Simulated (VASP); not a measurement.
# TcPt (P4/mmm) in VASP: notebook

Runs on TcPt. Level: LDA. Tasks: single point.

All numbers are computed with VASP 6.6.1; they aren't measurements. Logs are shortened: lines on timing, memory, paths and dates and some standing lists are left out, and cuts for length are marked.

## (1) The cell of the first run

It takes space group P4/mmm (No. 123, tetragonal). The conventional cell has a = 2.664 Å, b = 2.664 Å, c = 3.978 Å, α = 90.00°, β = 90.00°, γ = 90.00°. Within 3.5 Å of Tc (site symmetry 4/mmm) lie 4 Tc at 2.66 Å and 8 Pt at 2.74 Å. Within 3.5 Å of Pt (site symmetry 4/mmm) lie 4 Pt at 2.66 Å and 8 Tc at 2.74 Å.

## (2) Single point, LDA

INCAR

```
SYSTEM = TcPt
PREC = Accurate ; ENCUT = 520
EDIFF = 1E-7 ; ISMEAR = -1
SIGMA = 0.05 ; LREAL = .FALSE.
LASPH = .TRUE. ; NELM = 60
ALGO = Normal ; ISIF = 2
LWAVE = .FALSE. ; LCHARG = .FALSE.
GGA = CA ; NBANDS = 31
```

KPOINTS

```
Automatic mesh
0
G
  6 6 6
  0 0 0
```

POSCAR

```
TcPt
1.0
    3.9781996385      0.0000000000      0.0000000000
    0.0000000000      3.7679847968      0.0000000000
    0.0000000000      0.0000000000      3.7679847968
Tc Pt
2 2
Direct
    0.0000000000      0.0000000000      0.0000000000
    0.0000000000      0.5000000000      0.5000000000
    0.5000000000      0.0000000000      0.5000000000
    0.5000000000      0.5000000000      0.0000000000
```

Potentials or basis: VASP PAW LDA potentials, release 64 (Tc_pv, Pt).

Started as:

```console
$ cat potpaw_LDA.64/Tc_pv/POTCAR potpaw_LDA.64/Pt/POTCAR > POTCAR
$ mpirun -np 1 vasp_std > vasp.out
```

OUTCAR:

```text
SYSTEM = TcPt
   PREC = Accurate
   ENCUT = 520
   EDIFF = 1E-7
   ISMEAR = -1
   LREAL = .FALSE.
   LASPH = .TRUE.
   NELM = 60
   ISIF = 2
   GGA = CA

 ion  position               nearest neighbor table
   1  0.000  0.000  0.000-   2 2.66   2 2.66   2 2.66   2 2.66   3 2.74   4 2.74   4 2.74   3 2.74
                             3 2.74   4 2.74   3 2.74   4 2.74
   2  0.000  0.500  0.500-   1 2.66   1 2.66   1 2.66   1 2.66   4 2.74   4 2.74   3 2.74   3 2.74
                             3 2.74   4 2.74   4 2.74   3 2.74
   3  0.500  0.000  0.500-   4 2.66   4 2.66   4 2.66   4 2.66   2 2.74   2 2.74   1 2.74   1 2.74
                             1 2.74   2 2.74   1 2.74   2 2.74
   4  0.500  0.500  0.000-   3 2.66   3 2.66   3 2.66   3 2.66   2 2.74   1 2.74   1 2.74   2 2.74
                             1 2.74   2 2.74   2 2.74   1 2.74

  LATTYP: Found a simple tetragonal cell.
 ALAT       =     3.7679847968
 C/A-ratio  =     1.0557897266

  Lattice vectors:

 A1 = (   0.0000000000,   3.7679847968,   0.0000000000)
 A2 = (   0.0000000000,   0.0000000000,   3.7679847968)
 A3 = (   3.9781996385,   0.0000000000,   0.0000000000)

Analysis of symmetry for initial positions (statically):
=====================================================================
 Subroutine PRICEL returns following result:

  LATTYP: Found a simple tetragonal cell.
 ALAT       =     2.6643676012
 C/A-ratio  =     1.4931121504

  Lattice vectors:

 A1 = (   0.0000000000,   1.8839923984,  -1.8839923984)
 A2 = (   0.0000000000,   1.8839923984,   1.8839923984)
 A3 = (   3.9781996385,   0.0000000000,   0.0000000000)

   2 primitive cells build up your supercell.

 Routine SETGRP: Setting up the symmetry group for a
 simple tetragonal supercell.

 Subroutine GETGRP returns: Found 16 space group operations
 (whereof 16 operations were pure point group operations)
 out of a pool of 16 trial point group operations.

The static configuration has the point symmetry D_4h.

Analysis of symmetry for dynamics (positions and initial velocities):
=====================================================================
 Subroutine PRICEL returns following result:

  LATTYP: Found a simple tetragonal cell.
 ALAT       =     2.6643676012
 C/A-ratio  =     1.4931121504

  Lattice vectors:

 A1 = (   0.0000000000,   1.8839923984,  -1.8839923984)
 A2 = (   0.0000000000,   1.8839923984,   1.8839923984)
 A3 = (   3.9781996385,   0.0000000000,   0.0000000000)

   2 primitive cells build up your supercell.

 Routine SETGRP: Setting up the symmetry group for a
 simple tetragonal supercell.

 Subroutine GETGRP returns: Found 16 space group operations
 (whereof 16 operations were pure point group operations)
 out of a pool of 16 trial point group operations.

The dynamic configuration has the point symmetry D_4h.

 Subroutine INISYM returns: Found 16 space group operations
 (whereof 16 operations are pure point group operations),
 and found     2 'primitive' translations

----------------------------------------------------------------------------------------

                                     Primitive cell

  volume of cell :      28.2407

  direct lattice vectors                    reciprocal lattice vectors
     0.000000000  1.883992398 -1.883992398     0.000000000  0.265393852 -0.265393852
     0.000000000  1.883992398  1.883992398     0.000000000  0.265393852  0.265393852
     3.978199639  0.000000000  0.000000000     0.251369989  0.000000000  0.000000000

  length of vectors
     2.664367601  2.664367601  3.978199639     0.375323585  0.375323585  0.251369989

  position of ions in fractional coordinates (direct lattice)
     0.000000000  0.000000000  0.000000000
     0.500000000  0.500000000  0.500000000

  ion indices of the primitive-cell ions
   primitive index   ion index
                 1           1
                 2           3

----------------------------------------------------------------------------------------

 KPOINTS: Automatic mesh

Automatic generation of k-mesh.
 Grid dimensions read from file:
 generate k-points for:    6    6    6

 Generating k-lattice:

  Cartesian coordinates                     Fractional coordinates (reciprocal lattice)
     0.041894998  0.000000000  0.000000000     0.166666667  0.000000000  0.000000000
     0.000000000  0.044232309  0.000000000     0.000000000  0.166666667  0.000000000
     0.000000000  0.000000000  0.044232309     0.000000000  0.000000000  0.166666667

  Length of vectors
     0.041894998  0.044232309  0.044232309

  Shift w.r.t. Gamma in fractional coordinates (k-lattice)
     0.000000000  0.000000000  0.000000000

 Subroutine IBZKPT returns following result:
 ===========================================

 Found     40 irreducible k-points:

 Following reciprocal coordinates:
            Coordinates               Weight
  0.000000  0.000000  0.000000      1.000000
  0.166667  0.000000  0.000000      2.000000
  0.333333  0.000000  0.000000      2.000000
  0.500000  0.000000  0.000000      1.000000
  0.000000  0.166667  0.000000      4.000000
  0.166667  0.166667  0.000000      8.000000
[... 16 lines left out ...]
  0.333333  0.333333  0.166667     16.000000
  0.500000  0.333333  0.166667      8.000000
 [... further k-points ...]
   k-points           NKPTS =     40   k-points in BZ     NKDIM =     40   number of bands    NBANDS=     31
   number of dos      NEDOS =    301   number of ions     NIONS =      4
   total plane-waves  NPLWV =  23520
   dimension x,y,z NGX =    30 NGY =   28 NGZ =   28
   dimension x,y,z NGXF=    60 NGYF=   56 NGZF=   56
   ions per type =               2   2
   NGX,Y,Z   is equivalent  to a cutoff of  12.54, 12.35, 12.35 a.u.
   NGXF,Y,Z  is equivalent  to a cutoff of  25.07, 24.71, 24.71 a.u.
 SYSTEM =  TcPt
   PREC   = accura    normal or accurate (medium, high low for compatibility)
   ISTART =      0    job   : 0-new  1-cont  2-samecut
   ICHARG =      2    charge: 1-file 2-atom 10-const
   ISPIN  =      1    spin polarized calculation?
   LNONCOLLINEAR =      F non collinear calculations
   LSORBIT =      F    spin-orbit coupling
   LASPH  =      T    aspherical Exc in radial PAW
   ENCUT  =  520.0 eV  38.22 Ry    6.18 a.u.   7.40  7.01  7.01*2*pi/ulx,y,z
   NELM   =     60;   NELMIN=  2; NELMDL= -5     # of ELM steps
   EDIFF  = 0.1E-06   stopping-criterion for ELM
   LREAL  =      F    real-space projection
   EDIFFG = 0.1E-05   stopping-criterion for IOM
   NSW    =      0    number of steps for IOM
   IBRION =     -1    ionic relax: 0-MD 1-quasi-New 2-CG
   NFREE  =      0    steps in history (QN), initial steepest desc. (CG)
   ISIF   =      2    stress and relaxation
   ISYM   =      2    0-nonsym 1-usesym 2-fastsym
   POTIM  = 0.5000    time-step for ionic-motion
   TEBEG  =    0.0;   TEEND  =   0.0 temperature during run
   PSTRESS=    0.0 pullay stress
   NELECT =      46.0000    total number of electrons
   NUPDOWN=      -1.0000    fix difference up-down
   EMIN   =  10.00;   EMAX   =-10.00  energy-range for DOS
   EFERMI =   0.00;   METHOD = LEGACY
   ISMEAR =    -1;   SIGMA  =   0.05  broadening in eV -4-tet -1-fermi 0-gaus
   EFERMI_NEDOS =   21; number of points for ismear=-14 and -15
   IALGO  =     38    algorithm
   IMIX   =      4    mixing-type and parameters
     AMIX     =   0.40;   BMIX     =  1.00
     AMIX_MAG =   1.60;   BMIX_MAG =  1.00
  volume/ion in A,a.u.               =      14.12        95.29
  Fermi-wavevector in a.u.,A,eV,Ry     =   1.528830  2.889070 31.801179  2.337321
  Thomas-Fermi vector in A             =   2.636535
   LORBIT       =      0    0 simple, 1 ext, 2 COOP (PROOUT), +10 PAW based schemes
   GGA     = CA    functional components
   LHFCALC =     F    Hartree Fock is set to
   AEXX    =    0.0000 exact exchange contribution
   IVDW    =     0    specifies the selected vdW correction
   LEPSILON=     F    determine dielectric tensor
   LRPA    =     F    only Hartree local field effects (RPA)
 non-spin polarized calculation
  energy-cutoff  :      520.00
  volume of cell :       56.48
 maximum number of plane-waves:      1539
 NGX is ok and might be reduce to    30
   NGX = 15   NGY = 15   NGZ = 15

 number of electron      46.0000013 magnetization

 Free energy of the ion-electron system (eV)
  ---------------------------------------------------
  ext. energy  EPLUGINS =         0.00000000
  ---------------------------------------------------
  free energy    TOTEN  =       -38.93338826 eV

  energy without entropy =      -38.89521386  energy(sigma->0) =      -38.91430106

 E-fermi :  13.1079     XC(G=0): -14.0953

 val. band max:       13.1038842181   @ k =   0.5000   0.3333   0.1667
 cond. band min:      13.1463538561   @ k =   0.3333   0.3333   0.0000
 fundamental gap:      0.0424696380
 Fermi energy:        13.1079009619

 k-point     1 :       0.0000    0.0000    0.0000
  band No.  band energies     occupation
      1     -26.3788      2.00000
      2     -26.3788      2.00000
      3     -26.0995      2.00000
      4     -25.9125      2.00000
      5     -25.6371      2.00000
      6     -25.6371      2.00000
[... 23 lines left out ...]
     30      16.6334      0.00000
     31      23.4434      0.00000

 k-point     2 :       0.1667    0.0000    0.0000
  band No.  band energies     occupation
      1     -26.3803      2.00000
      2     -26.3803      2.00000
      3     -26.1074      2.00000
      4     -25.9162      2.00000
      5     -25.6377      2.00000
      6     -25.6377      2.00000
[... 23 lines left out ...]
     30      17.7364      0.00000
     31      21.8143      0.00000

 k-point     3 :       0.3333    0.0000    0.0000
  band No.  band energies     occupation
      1     -26.3835      2.00000
      2     -26.3835      2.00000
      3     -26.1234      2.00000
      4     -25.9235      2.00000
      5     -25.6388      2.00000
      6     -25.6388      2.00000
[... 703 lines left out ...]
     30      19.0622      0.00000
     31      20.5894      0.00000

 k-point    24 :       0.5000    0.3333    0.1667
  band No.  band energies     occupation
      1     -26.3831      2.00000
      2     -26.0677      2.00000
      3     -26.0657      2.00000
      4     -25.9883      2.00000
      5     -25.9772      2.00000
      6     -25.6586      2.00000
[... 23 lines left out ...]
     30      18.2791      0.00000
     31      20.9152      0.00000

 [... further k-points ...]

------------------------ aborting loop because EDIFF is reached ----------------------------------------

  FORCE on cell =-STRESS in cart. coord.  units (eV):
  Direction    XX          YY          ZZ          XY          YZ          ZX
  --------------------------------------------------------------------------------------
  -------------------------------------------------------------------------------------
  Total        0.1735685      0.1413409      0.1413409      0.0000000      0.0000000      0.0000000
  in kB        4.9235304      4.0093463      4.0093463      0.0000000      0.0000000      0.0000000
  external PRESSURE =       4.3140743 kB  Pullay stress =       0.0000000 kB

 VOLUME and BASIS-vectors are now :
 -----------------------------------------------------------------------------
  energy-cutoff  :      520.00
  volume of cell :       56.48
      direct lattice vectors                 reciprocal lattice vectors
     3.978199639  0.000000000  0.000000000     0.251369989  0.000000000  0.000000000
     0.000000000  3.767984797  0.000000000     0.000000000  0.265393852  0.000000000
     0.000000000  0.000000000  3.767984797     0.000000000  0.000000000  0.265393852

 POSITION                                       TOTAL-FORCE (eV/Angst)
 -----------------------------------------------------------------------------------
      0.00000      0.00000      0.00000        -0.000000     -0.000000     -0.000000
      0.00000      1.88399      1.88399        -0.000000     -0.000000     -0.000000
      1.98910      0.00000      1.88399         0.000000      0.000000      0.000000
      1.98910      1.88399      0.00000         0.000000     -0.000000     -0.000000
 -----------------------------------------------------------------------------------
    total drift:                                0.000000      0.000000     -0.000000

  FREE ENERGIE OF THE ION-ELECTRON SYSTEM (eV)
  ---------------------------------------------------
  free  energy   TOTEN  =       -38.9333882608 eV

  energy  without entropy=      -38.8952138552  energy(sigma->0) =      -38.91430106
```

Wall time 27 s (1 thread of Intel Xeon 6975P-C (Granite Rapids), shared host); peak memory 0.18 GiB.

What came out:

| Quantity | Value |
| --- | --- |
| Free energy | -38.9334 eV |
| Pressure | 0.4 GPa |
| Band gap on the k mesh | zero (band 23 reaches 14.73 eV, above the bottom of band 24 at 12.24 eV) |

Stress tensor (GPa, compression positive):
```
0.49 0.00 0.00
0.00 0.40 0.00
0.00 0.00 0.40
```

Caveat: spin-orbit coupling is left out, which moves the levels of the heavy elements.

## (3) Single point, LDA

INCAR

```
SYSTEM = TcPt
PREC = Accurate
ENCUT = 520
EDIFF = 1E-7
ISMEAR = -1
SIGMA = 0.05
LREAL = .FALSE.
LASPH = .TRUE.
NELM = 80
ALGO = Normal
ISIF = 2
LWAVE = .FALSE.
LCHARG = .FALSE.
NBANDS = 31
```

KPOINTS

```
regular mesh
0
G
  6 6 6
  0 0 0
```

POSCAR is that of step 2.

Potentials or basis: VASP PAW LDA potentials, release 64 (Tc_pv, Pt).

Started as:

```console
$ cat potpaw_LDA.64/Tc_pv/POTCAR potpaw_LDA.64/Pt/POTCAR > POTCAR
$ mpirun -np 1 vasp_std > vasp.out
```

OUTCAR:

```text
SYSTEM = TcPt
   PREC = Accurate
   ENCUT = 520
   EDIFF = 1E-7
   ISMEAR = -1
   LREAL = .FALSE.
   LASPH = .TRUE.
   NELM = 80
   ISIF = 2

 ion  position               nearest neighbor table
   1  0.000  0.000  0.000-   2 2.66   2 2.66   2 2.66   2 2.66   3 2.74   4 2.74   4 2.74   3 2.74
                             3 2.74   4 2.74   3 2.74   4 2.74
   2  0.000  0.500  0.500-   1 2.66   1 2.66   1 2.66   1 2.66   4 2.74   4 2.74   3 2.74   3 2.74
                             3 2.74   4 2.74   4 2.74   3 2.74
   3  0.500  0.000  0.500-   4 2.66   4 2.66   4 2.66   4 2.66   2 2.74   2 2.74   1 2.74   1 2.74
                             1 2.74   2 2.74   1 2.74   2 2.74
   4  0.500  0.500  0.000-   3 2.66   3 2.66   3 2.66   3 2.66   2 2.74   1 2.74   1 2.74   2 2.74
                             1 2.74   2 2.74   2 2.74   1 2.74
[... 7 lines left out ...]
 A1 = (   0.0000000000,   3.7679847968,   0.0000000000)
 A2 = (   0.0000000000,   0.0000000000,   3.7679847968)
 A3 = (   3.9781996385,   0.0000000000,   0.0000000000)

Analysis of symmetry for initial positions (statically):
=====================================================================
 Subroutine PRICEL returns following result:

  LATTYP: Found a simple tetragonal cell.
 ALAT       =     2.6643676012
 C/A-ratio  =     1.4931121504

  Lattice vectors:

[... 191 lines left out ...]
 Fermi energy:        13.1079009619

 k-point     1 :       0.0000    0.0000    0.0000
  band No.  band energies     occupation
      1     -26.3788      2.00000
      2     -26.3788      2.00000
      3     -26.0995      2.00000
      4     -25.9125      2.00000
      5     -25.6371      2.00000
      6     -25.6371      2.00000
[... 805 lines left out ...]
     30      18.2791      0.00000
     31      20.9152      0.00000

 [... further k-points ...]

------------------------ aborting loop because EDIFF is reached ----------------------------------------

  FORCE on cell =-STRESS in cart. coord.  units (eV):
  Direction    XX          YY          ZZ          XY          YZ          ZX
  --------------------------------------------------------------------------------------
  -------------------------------------------------------------------------------------
  Total        0.1735685      0.1413409      0.1413409      0.0000000      0.0000000      0.0000000
  in kB        4.9235304      4.0093463      4.0093463      0.0000000      0.0000000      0.0000000
  external PRESSURE =       4.3140743 kB  Pullay stress =       0.0000000 kB

 VOLUME and BASIS-vectors are now :
 -----------------------------------------------------------------------------
  energy-cutoff  :      520.00
  volume of cell :       56.48
      direct lattice vectors                 reciprocal lattice vectors
     3.978199639  0.000000000  0.000000000     0.251369989  0.000000000  0.000000000
     0.000000000  3.767984797  0.000000000     0.000000000  0.265393852  0.000000000
     0.000000000  0.000000000  3.767984797     0.000000000  0.000000000  0.265393852

 POSITION                                       TOTAL-FORCE (eV/Angst)
 -----------------------------------------------------------------------------------
      0.00000      0.00000      0.00000        -0.000000     -0.000000     -0.000000
      0.00000      1.88399      1.88399        -0.000000     -0.000000     -0.000000
      1.98910      0.00000      1.88399         0.000000      0.000000      0.000000
      1.98910      1.88399      0.00000         0.000000     -0.000000     -0.000000
 -----------------------------------------------------------------------------------
    total drift:                                0.000000      0.000000     -0.000000

  FREE ENERGIE OF THE ION-ELECTRON SYSTEM (eV)
  ---------------------------------------------------
  free  energy   TOTEN  =       -38.9333882608 eV

  energy  without entropy=      -38.8952138552  energy(sigma->0) =      -38.91430106
```

OSZICAR:

```text
N       E                     dE             d eps       ncg     rms          rms(c)
DAV:   1     0.478445905220E+03    0.47845E+03   -0.25873E+04  2528   0.150E+03
DAV:   2    -0.269516986160E+02   -0.50540E+03   -0.48433E+03  2809   0.418E+02
DAV:   3    -0.417121593273E+02   -0.14760E+02   -0.14478E+02  2705   0.803E+01
DAV:   4    -0.418549129744E+02   -0.14275E+00   -0.14259E+00  2838   0.811E+00
DAV:   5    -0.418570908528E+02   -0.21779E-02   -0.21778E-02  2809   0.976E-01    0.273E+01
DAV:   6    -0.396875276629E+02    0.21696E+01   -0.70240E+00  2621   0.189E+01    0.147E+01
DAV:   7    -0.397207665487E+02   -0.33239E-01   -0.60099E+00  2652   0.178E+01    0.656E+00
DAV:   8    -0.389499965304E+02    0.77077E+00   -0.15872E+00  2624   0.103E+01    0.233E+00
DAV:   9    -0.389340221654E+02    0.15974E-01   -0.41658E-02  2628   0.143E+00    0.221E-01
DAV:  10    -0.389334232139E+02    0.59895E-03   -0.16104E-03  2800   0.309E-01    0.910E-02
DAV:  11    -0.389333885808E+02    0.34633E-04   -0.87209E-05  2926   0.623E-02    0.388E-02
DAV:  12    -0.389333890255E+02   -0.44466E-06   -0.90888E-06  2847   0.250E-02    0.116E-02
DAV:  13    -0.389333882863E+02    0.73917E-06   -0.17410E-06  2700   0.103E-02    0.140E-03
DAV:  14    -0.389333882608E+02    0.25517E-07   -0.59540E-08  1521   0.171E-03
   1 F= -.38933388E+02 E0= -.38914301E+02  d E =-.381744E-01
```

It took 26 s on 1 thread of Intel Xeon 6975P-C (Granite Rapids), shared host; peak memory 0.18 GiB.

What came out:

```
Free energy            : -38.9334 eV
Pressure               : 0.4 GPa
Band gap on the k mesh : zero (band 23 reaches 14.73 eV, above the bottom of band 24 at 12.24 eV)
```

Caveat: spin-orbit coupling is left out, which moves the levels of the heavy elements.
